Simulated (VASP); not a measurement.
# Br (R-3m) in VASP: a series of runs

Runs on Br. Level: PBEsol. Tasks: single point.

All numbers are computed with VASP 6.6.1; they aren't measurements. Logs are shortened: lines on timing, memory, paths and dates and some standing lists are left out, and cuts for length are marked.

## Step 1: The cell of the first run

Symmetry: R-3m, No. 166, trigonal system. The conventional cell has a = 3.798 Å, b = 3.798 Å, c = 18.844 Å, α = 90.00°, β = 90.00°, γ = 120.00°. Within 4.0 Å of Br (site symmetry -3m) lie 12 Br at 3.03 to 3.80 Å. Within 4.0 Å of Br (site symmetry 3m) lie 12 Br at 3.03 to 3.80 Å.

## Step 2: Single point, PBEsol

INCAR reads:

```
SYSTEM = Br
PREC = Accurate ; ENCUT = 520
EDIFF = 1E-7 ; ISMEAR = 0
SIGMA = 0.1 ; LREAL = .FALSE.
LASPH = .TRUE. ; NELM = 60
ALGO = Normal ; ISIF = 2
LWAVE = .FALSE. ; LCHARG = .FALSE.
GGA = PS ; NBANDS = 18
```

KPOINTS reads:

```
Automatic mesh
0
G
  6 6 6
  0 0 0
```

POSCAR reads:

```
Br
1.0
    1.8990750255      1.0964314772      6.2813238680
   -1.8990750255      1.0964314772      6.2813238680
    0.0000000000     -2.1928629544      6.2813238680
Br
3
Direct
    0.0000000000      0.0000000000      0.0000000000
    0.2224420878      0.2224420878      0.2224420878
    0.7775579122      0.7775579122      0.7775579122
```

Potentials or basis: VASP PAW PBE potentials, release 64 (Br).

On the command line:

```console
$ cat potpaw_PBE.64/Br/POTCAR > POTCAR
$ mpirun -np 1 vasp_std > vasp.out
```

OUTCAR:

```text
SYSTEM = Br
   PREC = Accurate
   ENCUT = 520
   EDIFF = 1E-7
   ISMEAR = 0
   LREAL = .FALSE.
   LASPH = .TRUE.
   NELM = 60
   ISIF = 2
   GGA = PS

 ion  position               nearest neighbor table
   1  0.000  0.000  0.000-
   2  0.222  0.222  0.222-
   3  0.778  0.778  0.778-

  LATTYP: Found a trigonal (rhomboedric) cell.
 ALAT       =     6.6530953301
 COS(alpha) =     0.8370453537

  Lattice vectors:

 A1 = (   1.8990750255,   1.0964314772,   6.2813238680)
 A2 = (  -1.8990750255,   1.0964314772,   6.2813238680)
 A3 = (   0.0000000000,  -2.1928629544,   6.2813238680)

Analysis of symmetry for initial positions (statically):
=====================================================================
 Subroutine PRICEL returns:
 Original cell was already a primitive cell.

 Routine SETGRP: Setting up the symmetry group for a
 trigonal (rhombohedral) supercell.

 Subroutine GETGRP returns: Found 12 space group operations
 (whereof 12 operations were pure point group operations)
 out of a pool of 12 trial point group operations.

The static configuration has the point symmetry D_3d.

Analysis of symmetry for dynamics (positions and initial velocities):
=====================================================================
 Subroutine PRICEL returns:
 Original cell was already a primitive cell.

 Routine SETGRP: Setting up the symmetry group for a
 trigonal (rhombohedral) supercell.

 Subroutine GETGRP returns: Found 12 space group operations
 (whereof 12 operations were pure point group operations)
 out of a pool of 12 trial point group operations.

The dynamic configuration has the point symmetry D_3d.

 Subroutine INISYM returns: Found 12 space group operations
 (whereof 12 operations are pure point group operations),
 and found     1 'primitive' translations

----------------------------------------------------------------------------------------

                                     Primitive cell

  volume of cell :      78.4740

  direct lattice vectors                    reciprocal lattice vectors
     1.899075025  1.096431477  6.281323868     0.263286070  0.152008283  0.053067369
    -1.899075025  1.096431477  6.281323868    -0.263286070  0.152008283  0.053067369
     0.000000000 -2.192862954  6.281323868     0.000000000 -0.304016567  0.053067369

  length of vectors
     6.653095330  6.653095330  6.653095330     0.308613380  0.308613380  0.308613380

  position of ions in fractional coordinates (direct lattice)
     0.000000000  0.000000000  0.000000000
     0.222442088  0.222442088  0.222442088
     0.777557912  0.777557912  0.777557912

  ion indices of the primitive-cell ions
   primitive index   ion index
                 1           1
                 2           2
                 3           3

----------------------------------------------------------------------------------------

 KPOINTS: Automatic mesh

Automatic generation of k-mesh.
 Grid dimensions read from file:
 generate k-points for:    6    6    6

 Generating k-lattice:

  Cartesian coordinates                     Fractional coordinates (reciprocal lattice)
     0.043881012  0.025334714  0.008844562     0.166666667  0.000000000  0.000000000
    -0.043881012  0.025334714  0.008844562     0.000000000  0.166666667  0.000000000
     0.000000000 -0.050669428  0.008844562     0.000000000  0.000000000  0.166666667

  Length of vectors
     0.051435563  0.051435563  0.051435563

  Shift w.r.t. Gamma in fractional coordinates (k-lattice)
     0.000000000  0.000000000  0.000000000

 Subroutine IBZKPT returns following result:
 ===========================================

 Found     32 irreducible k-points:

 Following reciprocal coordinates:
            Coordinates               Weight
  0.000000  0.000000  0.000000      1.000000
  0.166667  0.000000  0.000000      6.000000
  0.333333  0.000000 -0.000000      6.000000
  0.500000  0.000000 -0.000000      3.000000
  0.166667  0.166667  0.000000      6.000000
  0.333333  0.166667 -0.000000     12.000000
[... 16 lines left out ...]
  0.500000  0.500000  0.166667      6.000000
 -0.333333  0.500000  0.166667     12.000000
 [... further k-points ...]
   k-points           NKPTS =     32   k-points in BZ     NKDIM =     32   number of bands    NBANDS=     18
   number of dos      NEDOS =    301   number of ions     NIONS =      3
   total plane-waves  NPLWV = 125000
   dimension x,y,z NGX =    50 NGY =   50 NGZ =   50
   dimension x,y,z NGXF=   100 NGYF=  100 NGZF=  100
   ions per type =               3
   NGX,Y,Z   is equivalent  to a cutoff of  12.49, 12.49, 12.49 a.u.
   NGXF,Y,Z  is equivalent  to a cutoff of  24.99, 24.99, 24.99 a.u.
 SYSTEM =  Br
   PREC   = accura    normal or accurate (medium, high low for compatibility)
   ISTART =      0    job   : 0-new  1-cont  2-samecut
   ICHARG =      2    charge: 1-file 2-atom 10-const
   ISPIN  =      1    spin polarized calculation?
   LNONCOLLINEAR =      F non collinear calculations
   LSORBIT =      F    spin-orbit coupling
   LASPH  =      T    aspherical Exc in radial PAW
   ENCUT  =  520.0 eV  38.22 Ry    6.18 a.u.  12.37 12.37 12.37*2*pi/ulx,y,z
   NELM   =     60;   NELMIN=  2; NELMDL= -5     # of ELM steps
   EDIFF  = 0.1E-06   stopping-criterion for ELM
   LREAL  =      F    real-space projection
   EDIFFG = 0.1E-05   stopping-criterion for IOM
   NSW    =      0    number of steps for IOM
   IBRION =     -1    ionic relax: 0-MD 1-quasi-New 2-CG
   NFREE  =      0    steps in history (QN), initial steepest desc. (CG)
   ISIF   =      2    stress and relaxation
   ISYM   =      2    0-nonsym 1-usesym 2-fastsym
   POTIM  = 0.5000    time-step for ionic-motion
   TEBEG  =    0.0;   TEEND  =   0.0 temperature during run
   PSTRESS=    0.0 pullay stress
   NELECT =      21.0000    total number of electrons
   NUPDOWN=      -1.0000    fix difference up-down
   EMIN   =  10.00;   EMAX   =-10.00  energy-range for DOS
   EFERMI =   0.00;   METHOD = LEGACY
   ISMEAR =     0;   SIGMA  =   0.10  broadening in eV -4-tet -1-fermi 0-gaus
   EFERMI_NEDOS =   21; number of points for ismear=-14 and -15
   IALGO  =     38    algorithm
   IMIX   =      4    mixing-type and parameters
     AMIX     =   0.40;   BMIX     =  1.00
     AMIX_MAG =   1.60;   BMIX_MAG =  1.00
  volume/ion in A,a.u.               =      26.16       176.52
  Fermi-wavevector in a.u.,A,eV,Ry     =   1.054968  1.993600 15.142703  1.112957
  Thomas-Fermi vector in A             =   2.190148
   LORBIT       =      0    0 simple, 1 ext, 2 COOP (PROOUT), +10 PAW based schemes
   GGA     = PS    functional components
   LHFCALC =     F    Hartree Fock is set to
   AEXX    =    0.0000 exact exchange contribution
   IVDW    =     0    specifies the selected vdW correction
   LEPSILON=     F    determine dielectric tensor
   LRPA    =     F    only Hartree local field effects (RPA)
 non-spin polarized calculation
 Gauss-broadening in eV      SIGMA  =   0.10
  energy-cutoff  :      520.00
  volume of cell :       78.47
 maximum number of plane-waves:      2127
 NGX is ok and might be reduce to    50
   NGX = 25   NGY = 25   NGZ = 25

 number of electron      20.9999999 magnetization

 Free energy of the ion-electron system (eV)
  ---------------------------------------------------
  ext. energy  EPLUGINS =         0.00000000
  ---------------------------------------------------
  free energy    TOTEN  =        -4.27206364 eV

  energy without entropy =       -4.25797004  energy(sigma->0) =       -4.26501684

 E-fermi :   2.0777     XC(G=0):  -9.4383

 val. band max:        2.0482494827   @ k =   0.3333   0.1667   0.1667
 cond. band min:       2.0934388155   @ k =   0.3333   0.3333   0.3333
 fundamental gap:      0.0451893328
 Fermi energy:         2.0776763758

 k-point     1 :       0.0000    0.0000    0.0000
  band No.  band energies     occupation
      1     -14.0477      2.00000
      2     -12.0649      2.00000
      3     -12.0127      2.00000
      4      -1.3330      2.00000
      5      -1.2848      2.00000
      6       0.2299      2.00000
[... 10 lines left out ...]
     17      11.0240      0.00000
     18      12.4081      0.00000

 k-point     2 :       0.1667    0.0000    0.0000
  band No.  band energies     occupation
      1     -13.8471      2.00000
      2     -12.1649      2.00000
      3     -11.8766      2.00000
      4      -2.0601      2.00000
      5      -1.7638      2.00000
      6      -0.1040      2.00000
[... 10 lines left out ...]
     17      11.3710      0.00000
     18      11.7974      0.00000

 k-point     3 :       0.3333    0.0000   -0.0000
  band No.  band energies     occupation
      1     -13.3267      2.00000
      2     -12.1867      2.00000
      3     -11.9116      2.00000
      4      -2.8255      2.00000
      5      -2.4058      2.00000
      6      -0.8430      2.00000
[... 10 lines left out ...]
     17      12.4574      0.00000
     18      12.7935      0.00000

 k-point     4 :       0.5000    0.0000   -0.0000
  band No.  band energies     occupation
      1     -12.9006      2.00000
      2     -12.2057      2.00000
      3     -12.0963      2.00000
      4      -3.1622      2.00000
      5      -2.1980      2.00000
      6      -1.8499      2.00000
[... 10 lines left out ...]
     17      12.7344      0.00000
     18      13.4364      0.00000

 k-point     5 :       0.1667    0.1667    0.0000
  band No.  band energies     occupation
      1     -13.8250      2.00000
      2     -12.3288      2.00000
      3     -11.7291      2.00000
      4      -2.1047      2.00000
      5      -1.7568      2.00000
      6      -0.3734      2.00000
[... 10 lines left out ...]
     17      11.6159      0.00000
     18      11.6355      0.00000

 k-point     6 :       0.3333    0.1667   -0.0000
  band No.  band energies     occupation
      1     -13.4422      2.00000
      2     -12.3633      2.00000
      3     -11.7316      2.00000
      4      -2.4339      2.00000
      5      -2.3505      2.00000
      6      -1.2115      2.00000
[... 10 lines left out ...]
     17      12.2294      0.00000
     18      12.5062      0.00000

 k-point     7 :       0.5000    0.1667    0.0000
  band No.  band energies     occupation
      1     -12.8907      2.00000
      2     -12.2917      2.00000
      3     -12.0197      2.00000
      4      -2.8834      2.00000
      5      -2.2305      2.00000
      6      -1.9852      2.00000
[... 10 lines left out ...]
     17      12.4409      0.00000
     18      13.4604      0.00000

 k-point     8 :      -0.3333    0.1667    0.0000
  band No.  band energies     occupation
      1     -12.9323      2.00000
      2     -12.1677      2.00000
      3     -12.0929      2.00000
      4      -2.9329      2.00000
      5      -2.6136      2.00000
      6      -1.6608      2.00000
[... 10 lines left out ...]
     17      12.7557      0.00000
     18      13.2992      0.00000
[... 229 lines left out ...]
     17      11.6981      0.00000
     18      11.8836      0.00000

 k-point    20 :       0.5000    0.3333    0.1667
  band No.  band energies     occupation
      1     -13.2835      2.00000
      2     -12.7146      2.00000
      3     -11.5426      2.00000
      4      -2.1281      2.00000
      5      -2.0553      2.00000
      6      -1.3979      2.00000
[... 10 lines left out ...]
     17      12.4828      0.00000
     18      13.0788      0.00000

 k-point    21 :      -0.3333    0.3333    0.1667
  band No.  band energies     occupation
      1     -12.7866      2.00000
      2     -12.4725      2.00000
      3     -11.9548      2.00000
      4      -2.7298      2.00000
      5      -2.3792      2.00000
      6      -1.4803      2.00000
[... 10 lines left out ...]
     17      12.2452      0.00000
     18      13.6840      0.00000

 k-point    22 :      -0.1667    0.3333    0.1667
  band No.  band energies     occupation
      1     -12.9036      2.00000
      2     -12.2849      2.00000
      3     -12.0070      2.00000
      4      -2.9699      2.00000
      5      -2.6199      2.00000
      6      -1.7910      2.00000
[... 10 lines left out ...]
     17      12.6708      0.00000
     18      13.1807      0.00000

 k-point    23 :       0.5000    0.5000    0.1667
  band No.  band energies     occupation
      1     -13.0561      2.00000
      2     -12.7720      2.00000
      3     -11.6075      2.00000
      4      -2.6211      2.00000
      5      -1.9044      2.00000
      6      -1.3855      2.00000
[... 10 lines left out ...]
     17      13.0616      0.00000
     18      13.5600      0.00000

 k-point    24 :      -0.3333    0.5000    0.1667
  band No.  band energies     occupation
      1     -12.6743      2.00000
      2     -12.6136      2.00000
      3     -11.9287      2.00000
      4      -2.8666      2.00000
      5      -2.2762      2.00000
      6      -1.4953      2.00000
[... 10 lines left out ...]
     17      12.6596      0.00000
     18      14.0150      0.00000

 [... further k-points ...]
[... 5 lines left out ...]
  --------------------------------------------------------------------------------------
  -------------------------------------------------------------------------------------
  Total        0.0253030      0.0253030      0.0152897      0.0000000      0.0000000     -0.0000000
  in kB        0.5166017      0.5166017      0.3121652      0.0000000      0.0000000     -0.0000000
  external PRESSURE =       0.4484562 kB  Pullay stress =       0.0000000 kB

 VOLUME and BASIS-vectors are now :
 -----------------------------------------------------------------------------
  energy-cutoff  :      520.00
  volume of cell :       78.47
      direct lattice vectors                 reciprocal lattice vectors
     1.899075025  1.096431477  6.281323868     0.263286070  0.152008283  0.053067369
    -1.899075025  1.096431477  6.281323868    -0.263286070  0.152008283  0.053067369
     0.000000000 -2.192862954  6.281323868     0.000000000 -0.304016567  0.053067369

 POSITION                                       TOTAL-FORCE (eV/Angst)
 -----------------------------------------------------------------------------------
      0.00000      0.00000      0.00000         0.000000     -0.000000     -0.000000
      0.00000      0.00000      4.19169         0.000000     -0.000000      0.012216
      0.00000      0.00000     14.65228         0.000000      0.000000     -0.012216
 -----------------------------------------------------------------------------------
    total drift:                                0.000000      0.000000     -0.000000

  FREE ENERGIE OF THE ION-ELECTRON SYSTEM (eV)
  ---------------------------------------------------
  free  energy   TOTEN  =        -4.2720636417 eV

  energy  without entropy=       -4.2579700417  energy(sigma->0) =       -4.26501684
```

Wall time 2.1 min (1 thread of Intel Xeon 6975P-C, shared host); peak memory 0.34 GiB.

Results:

```
Free energy   : -4.2721 eV
Pressure      : 0.0 GPa
Largest force : 0.012 eV/Å
```

Forces in eV/Å, atoms in the order of the input:
```
Br   0.000  0.000  0.000
Br   0.000  0.000  0.012
Br   0.000  0.000 -0.012
```

Caveat: the PAW data sets were made with another functional, which shifts forces and pressure a little; an odd number of electrons without spin polarisation forces a metal; a magnetic or distorted state may lie lower.

(Part 1 of 2 ends here.)
